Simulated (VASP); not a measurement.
# Pb (P6_3/mmc) in VASP: further runs

The runs below take Pb through single point, with PBEsol.

Everything below comes from runs of VASP 6.6.1. Logs are shortened: lines on timing, memory, paths and dates and some standing lists are left out, and cuts for length are marked.

## 1. The cell of the first run

It takes space group P6_3/mmc (No. 194, hexagonal). Conventional cell: a = 3.492 Å, b = 3.492 Å, c = 5.609 Å, α = 90.00°, β = 90.00°, γ = 120.00°. Within 4.5 Å of Pb (site symmetry -6m2) lie 12 Pb at 3.45 to 3.49 Å.

## 2. Single point, PBEsol (volume scaled by 1.01)

Contents of INCAR:

```
PREC = Accurate
ENCUT = 520
EDIFF = 1E-6
ISMEAR = -1
SIGMA = 0.08
LREAL = F
LASPH = T
NELM = 60
ALGO = Normal
ISIF = 2
LWAVE = F
LCHARG = F
GGA = PS
NBANDS = 21
```

Contents of KPOINTS:

```
regular mesh
0
Gamma
  14 14 8
```

Contents of POSCAR:

```
Pb
1.0
    3.4915622396      0.0000000000      0.0000000000
   -1.7457811198      3.0237815984      0.0000000000
    0.0000000000      0.0000000000      5.6085715650
Pb
2
Direct
    0.3333333333      0.6666666667      0.2500000000
    0.6666666667      0.3333333333      0.7500000000
```

Potentials or basis: VASP PAW PBE potentials, release 64 (Pb_d).

The run is started by

```bash
> cat potpaw_PBE.64/Pb_d/POTCAR > POTCAR
> mpirun -np 1 vasp_std > vasp.out
```

OUTCAR:

```text
PREC = Accurate
   ENCUT = 520
   EDIFF = 1E-6
   ISMEAR = -1
   LREAL = F
   LASPH = T
   NELM = 60
   ISIF = 2
   GGA = PS

 ion  position               nearest neighbor table
   1  0.333  0.667  0.250-   2 3.45   2 3.45   2 3.45   2 3.45   2 3.45   2 3.45
   2  0.667  0.333  0.750-   1 3.45   1 3.45   1 3.45   1 3.45   1 3.45   1 3.45

  LATTYP: Found a hexagonal cell.
 ALAT       =     3.4915622396
 C/A-ratio  =     1.6063215203

  Lattice vectors:

 A1 = (   3.4915622396,   0.0000000000,   0.0000000000)
 A2 = (  -1.7457811198,   3.0237815984,   0.0000000000)
 A3 = (   0.0000000000,   0.0000000000,   5.6085715650)

Analysis of symmetry for initial positions (statically):
=====================================================================
 Subroutine PRICEL returns:
 Original cell was already a primitive cell.

 Routine SETGRP: Setting up the symmetry group for a
 hexagonal supercell.

 Subroutine GETGRP returns: Found 24 space group operations
 (whereof 12 operations were pure point group operations)
 out of a pool of 24 trial point group operations.

The static configuration has the point symmetry D_3d.
 The point group associated with its full space group is D_6h.

Analysis of symmetry for dynamics (positions and initial velocities):
=====================================================================
 Subroutine PRICEL returns:
 Original cell was already a primitive cell.

 Routine SETGRP: Setting up the symmetry group for a
 hexagonal supercell.

 Subroutine GETGRP returns: Found 24 space group operations
 (whereof 12 operations were pure point group operations)
 out of a pool of 24 trial point group operations.

The dynamic configuration has the point symmetry D_3d.
 The point group associated with its full space group is D_6h.

 Subroutine INISYM returns: Found 24 space group operations
 (whereof 12 operations are pure point group operations),
 and found     1 'primitive' translations

----------------------------------------------------------------------------------------

                                     Primitive cell

  volume of cell :      59.2137

  direct lattice vectors                    reciprocal lattice vectors
     3.491562240  0.000000000  0.000000000     0.286404747  0.165355858  0.000000000
    -1.745781120  3.023781598  0.000000000     0.000000000  0.330711716  0.000000000
     0.000000000  0.000000000  5.608571565     0.000000000  0.000000000  0.178298518

  length of vectors
[... 72 lines left out ...]
 SYSTEM =  unknown system
   PREC   = accura    normal or accurate (medium, high low for compatibility)
   ISTART =      0    job   : 0-new  1-cont  2-samecut
   ICHARG =      2    charge: 1-file 2-atom 10-const
   ISPIN  =      1    spin polarized calculation?
   LNONCOLLINEAR =      F non collinear calculations
   LSORBIT =      F    spin-orbit coupling
   LASPH  =      T    aspherical Exc in radial PAW
   ENCUT  =  520.0 eV  38.22 Ry    6.18 a.u.   6.49  6.49 10.43*2*pi/ulx,y,z
   NELM   =     60;   NELMIN=  2; NELMDL= -5     # of ELM steps
   EDIFF  = 0.1E-05   stopping-criterion for ELM
   LREAL  =      F    real-space projection
   EDIFFG = 0.1E-04   stopping-criterion for IOM
   NSW    =      0    number of steps for IOM
   IBRION =     -1    ionic relax: 0-MD 1-quasi-New 2-CG
   NFREE  =      0    steps in history (QN), initial steepest desc. (CG)
   ISIF   =      2    stress and relaxation
   ISYM   =      2    0-nonsym 1-usesym 2-fastsym
   POTIM  = 0.5000    time-step for ionic-motion
   TEBEG  =    0.0;   TEEND  =   0.0 temperature during run
   PSTRESS=    0.0 pullay stress
   NELECT =      28.0000    total number of electrons
   NUPDOWN=      -1.0000    fix difference up-down
   EMIN   =  10.00;   EMAX   =-10.00  energy-range for DOS
   EFERMI =   0.00;   METHOD = LEGACY
   ISMEAR =    -1;   SIGMA  =   0.08  broadening in eV -4-tet -1-fermi 0-gaus
   EFERMI_NEDOS =   21; number of points for ismear=-14 and -15
   IALGO  =     38    algorithm
   IMIX   =      4    mixing-type and parameters
     AMIX     =   0.40;   BMIX     =  1.00
     AMIX_MAG =   1.60;   BMIX_MAG =  1.00
  volume/ion in A,a.u.               =      29.61       199.80
  Fermi-wavevector in a.u.,A,eV,Ry     =   1.275420  2.410195 22.132558  1.626697
  Thomas-Fermi vector in A             =   2.408134
   LORBIT       =      0    0 simple, 1 ext, 2 COOP (PROOUT), +10 PAW based schemes
   GGA     = PS    functional components
   LHFCALC =     F    Hartree Fock is set to
   AEXX    =    0.0000 exact exchange contribution
   IVDW    =     0    specifies the selected vdW correction
   LEPSILON=     F    determine dielectric tensor
   LRPA    =     F    only Hartree local field effects (RPA)
 non-spin polarized calculation
  energy-cutoff  :      520.00
  volume of cell :       59.21
 maximum number of plane-waves:      1629
 NGX is ok and might be reduce to    28
   NGX = 13   NGY = 13   NGZ = 21

 number of electron      28.0000003 magnetization

 Free energy of the ion-electron system (eV)
  ---------------------------------------------------
  ext. energy  EPLUGINS =         0.00000000
  ---------------------------------------------------
  free energy    TOTEN  =        -7.97939208 eV

  energy without entropy =       -7.95452970  energy(sigma->0) =       -7.96696089

 E-fermi :   7.3253     XC(G=0): -10.4581

 val. band max:        7.3169381902   @ k =   0.2143   0.0714   0.1250
 cond. band min:       7.3367210358   @ k =   0.2857   0.0000   0.2500
 fundamental gap:      0.0197828456
 Fermi energy:         7.3253117422

 k-point     1 :       0.0000    0.0000    0.0000
  band No.  band energies     occupation
      1      -9.6758      2.00000
      2      -9.6288      2.00000
      3      -9.6166      2.00000
      4      -9.6166      2.00000
      5      -9.5923      2.00000
      6      -9.5923      2.00000
[... 565 lines left out ...]
     20      19.6909      0.00000
     21      21.7474      0.00000

 [... further k-points ...]
[... 5 lines left out ...]
  --------------------------------------------------------------------------------------
  -------------------------------------------------------------------------------------
  Total       -0.0622927     -0.0622927      0.5826653      0.0000000      0.0000000      0.0000000
  in kB       -1.6854875     -1.6854875     15.7654826      0.0000000      0.0000000      0.0000000
  external PRESSURE =       4.1315025 kB  Pullay stress =       0.0000000 kB

 VOLUME and BASIS-vectors are now :
 -----------------------------------------------------------------------------
  energy-cutoff  :      520.00
  volume of cell :       59.21
      direct lattice vectors                 reciprocal lattice vectors
     3.491562240  0.000000000  0.000000000     0.286404747  0.165355858  0.000000000
    -1.745781120  3.023781598  0.000000000     0.000000000  0.330711716  0.000000000
     0.000000000  0.000000000  5.608571565     0.000000000  0.000000000  0.178298518

 POSITION                                       TOTAL-FORCE (eV/Angst)
 -----------------------------------------------------------------------------------
     -0.00000      2.01585      1.40214         0.000000     -0.000000      0.000000
      1.74578      1.00793      4.20643        -0.000000      0.000000      0.000000
 -----------------------------------------------------------------------------------
    total drift:                                0.000000     -0.000000      0.000000

  FREE ENERGIE OF THE ION-ELECTRON SYSTEM (eV)
  ---------------------------------------------------
  free  energy   TOTEN  =        -7.9793920792 eV

  energy  without entropy=       -7.9545297038  energy(sigma->0) =       -7.96696089
```

stdout:

```text
POSCAR found type information on POSCAR Pb
 POSCAR found :  1 types and       2 ions
 scaLAPACK will be used
 -----------------------------------------------------------------------------
|                                                                             |
|                                                                             |
|     You enforced a specific xc type in the INCAR file but a different       |
|     I HOPE YOU KNOW WHAT YOU ARE DOING!                                     |
|                                                                             |
 -----------------------------------------------------------------------------

 LDA part: xc-table for (Slater+PW92), standard interpolation
 POSCAR, INCAR and KPOINTS ok, starting setup
 FFT: planning ... GRIDC
 FFT: planning ... GRID_SOFT
 FFT: planning ... GRID
 WAVECAR not read
 entering main loop
```

It took 1.7 min on 1 thread of Intel Xeon Platinum 8259CL at 2.50GHz (Skylake/Cascade Lake), shared host; peak memory 0.25 GiB.

What came out:

| Quantity | Value |
| --- | --- |
| Free energy | -7.9794 eV |
| Pressure | 0.4 GPa |
| Band gap on the k mesh | zero (band 14 reaches 12.93 eV, above the bottom of band 15 at 5.58 eV) |

Caveat: the PAW data sets were made with another functional, which shifts forces and pressure a little; spin-orbit coupling is left out, which moves the levels of the heavy elements.

## 3. Single point, PBEsol (zz strain of +1 %)

Contents of INCAR:

```
PREC     = Accurate       # precision mode
ENCUT    = 520            # plane-wave cutoff, eV
EDIFF    = 1E-7           # SCF threshold, eV
ISMEAR   = -1             # smearing method
SIGMA    = 0.08           # smearing width, eV
LREAL    = False          # projectors in reciprocal space
LASPH    = True           # aspherical terms in the spheres
NELM     = 100            # most SCF steps
ALGO     = Normal         # electronic algorithm
ISIF     = 2              # what is computed and relaxed
LWAVE    = False          # write WAVECAR
LCHARG   = False          # write CHGCAR
GGA      = PS             # functional
NBANDS   = 21             # bands
```

KPOINTS is that of step 2.

Contents of POSCAR:

```
Pb
1.0
    3.4800006906      0.0000000000      0.0000000000
   -1.7400003453      3.0137690032      0.0000000000
    0.0000000000      0.0000000000      5.6459000000
Pb
2
Direct
    0.3333333333      0.6666666667      0.2500000000
    0.6666666667      0.3333333333      0.7500000000
```

Potentials or basis: VASP PAW PBE potentials, release 64 (Pb_d).

The run is started by

```bash
> cat potpaw_PBE.64/Pb_d/POTCAR > POTCAR
> mpirun -np 1 vasp_std > vasp.out
```

It took 1.8 min on 1 thread of Intel Xeon Platinum 8259CL at 2.50GHz (Skylake/Cascade Lake), shared host; peak memory 0.25 GiB.

The run converged. Its results:

```yaml
Free_energy: -7.9831 eV
Pressure: 0.4 GPa
Band_gap_on_the_k_mesh: zero (band 14 reaches 13.05 eV, above the bottom of band 15 at 5.60 eV)
```

Stress tensor (GPa, compression positive):
```
-0.07  0.00  0.00
 0.00 -0.07  0.00
 0.00  0.00  1.22
```

Levels at points of the mesh, in eV from the Fermi level:
```csv
k point,band 12,band 13,band 14,band 15,band 16,band 17
"(0.00, 0.00, 0.00)",-8.07,-4.28,5.66,5.66,7.51,7.51
"(0.50, 0.00, 0.00)",-7.12,-2.92,-1.46,-0.50,1.78,2.05
"(0.00, 0.00, 0.50)",-10.65,0.90,0.90,6.54,6.54,6.54
"(0.50, 0.00, 0.50)",-7.53,-3.77,-3.77,3.47,3.47,3.68
```

Caveat: the cell differs from its parent crystal (zz strain of +1 %); the PAW data sets were made with another functional, which shifts forces and pressure a little; spin-orbit coupling is left out, which moves the levels of the heavy elements.

## 4. Single point, PBEsol (equal xx and yy strain of +1 %)

Contents of INCAR:

```
SYSTEM = Pb
  PREC = Accurate
  ENCUT = 520
  EDIFF = 1E-7
  ISMEAR = -1
  SIGMA = 0.08
  LREAL = .False.
  LASPH = .True.
  NELM = 80
  ALGO = Normal
  ISIF = 2
  LWAVE = .False.
  LCHARG = .False.
  GGA = PS
  NBANDS = 21
```

Contents of KPOINTS:

```
Automatic mesh
0
Gamma
  14 14 8
  0 0 0
```

Contents of POSCAR:

```
Pb
1.0
    3.5148006975      0.0000000000      0.0000000000
   -1.7574003488      3.0439066932      0.0000000000
    0.0000000000      0.0000000000      5.5900000000
Pb
2
Direct
    0.3333333333      0.6666666667      0.2500000000
    0.6666666667      0.3333333333      0.7500000000
```

The run is started by

```bash
> cat potpaw_PBE.64/Pb_d/POTCAR > POTCAR
> mpirun -np 1 vasp_std > vasp.out
```

It took 2.6 min on 1 thread of Intel Xeon Platinum 8259CL at 2.50GHz (Skylake/Cascade Lake), shared host; peak memory 0.25 GiB.

Results (log left out):

```
Free energy            : -7.9757 eV
Pressure               : 0.0 GPa
Band gap on the k mesh : zero (band 14 reaches 12.65 eV, above the bottom of band 15 at 5.47 eV)
```

Stress tensor (GPa, compression positive):
```
-0.71  0.00  0.00
 0.00 -0.71  0.00
 0.00  0.00  1.36
```

Levels at points of the mesh, in eV from the Fermi level:
```
           k point  band 11  band 12  band 13  band 14  band 15  band 16  band 17  band 18
(0.00, 0.00, 0.00)   -11.82    -7.87    -4.17     5.38     5.38     7.28     7.28     8.18
(0.50, 0.00, 0.00)    -8.39    -7.14    -2.81    -1.30    -0.49     1.80     1.89     5.71
(0.00, 0.00, 0.50)   -10.54   -10.54     1.12     1.12     6.29     6.29     6.29     6.29
(0.50, 0.00, 0.50)    -7.55    -7.55    -3.72    -3.72     3.35     3.35     3.77     3.77
```

Caveat: the cell differs from its parent crystal (equal xx and yy strain of +1 %); the PAW data sets were made with another functional, which shifts forces and pressure a little; spin-orbit coupling is left out, which moves the levels of the heavy elements.

## 5. Single point, PBEsol (zz strain of +2 %)

Contents of INCAR:

```
  PREC = Accurate
  ENCUT = 520
  EDIFF = 1E-6
  ISMEAR = -1
  SIGMA = 0.08
  LREAL = F
  LASPH = T
  NELM = 80
  ALGO = Normal
  ISIF = 2
  LWAVE = F
  LCHARG = F
  GGA = PS
  NBANDS = 21
```

Contents of KPOINTS:

```
regular mesh
0
Gamma
  14 14 8
```

Contents of POSCAR:

```
Pb
1.0
    3.4800006906      0.0000000000      0.0000000000
   -1.7400003453      3.0137690032      0.0000000000
    0.0000000000      0.0000000000      5.7018000000
Pb
2
Direct
    0.3333333333      0.6666666667      0.2500000000
    0.6666666667      0.3333333333      0.7500000000
```

The run is started by

```bash
> cat potpaw_PBE.64/Pb_d/POTCAR > POTCAR
> mpirun -np 1 vasp_std > vasp.out
```

Wall time 2.1 min (1 thread of Intel Xeon Platinum 8259CL at 2.50GHz (Skylake/Cascade Lake), shared host); peak memory 0.25 GiB.

Results (log left out):

| Item | Value |
| --- | --- |
| Free energy | -7.9864 eV |
| Pressure | -0.1 GPa |
| Band gap on the k mesh | zero (band 14 reaches 12.99 eV, above the bottom of band 15 at 5.50 eV) |

Stress tensor (GPa, compression positive):
```
-0.40  0.00  0.00
 0.00 -0.40  0.00
 0.00  0.00  0.38
```

Levels at points of the mesh, in eV from the Fermi level:
```tsv
k point	band 10	band 11	band 12	band 13	band 14	band 15	band 16	band 17	band 18	band 19
(0.00, 0.00, 0.00)	-16.69	-11.83	-8.15	-4.26	5.71	5.71	7.51	7.51	7.63	8.90
(0.50, 0.00, 0.00)	-16.66	-8.30	-7.10	-2.95	-1.52	-0.49	1.76	2.11	5.68	6.25
(0.00, 0.00, 0.50)	-16.76	-10.62	-10.62	0.76	0.76	6.56	6.56	6.56	6.56	9.35
(0.50, 0.00, 0.50)	-16.67	-7.51	-7.51	-3.73	-3.73	3.49	3.49	3.58	3.58	6.94
```

Caveat: the cell differs from its parent crystal (zz strain of +2 %); the PAW data sets were made with another functional, which shifts forces and pressure a little; spin-orbit coupling is left out, which moves the levels of the heavy elements.

(Part 1 of 2 ends here.)
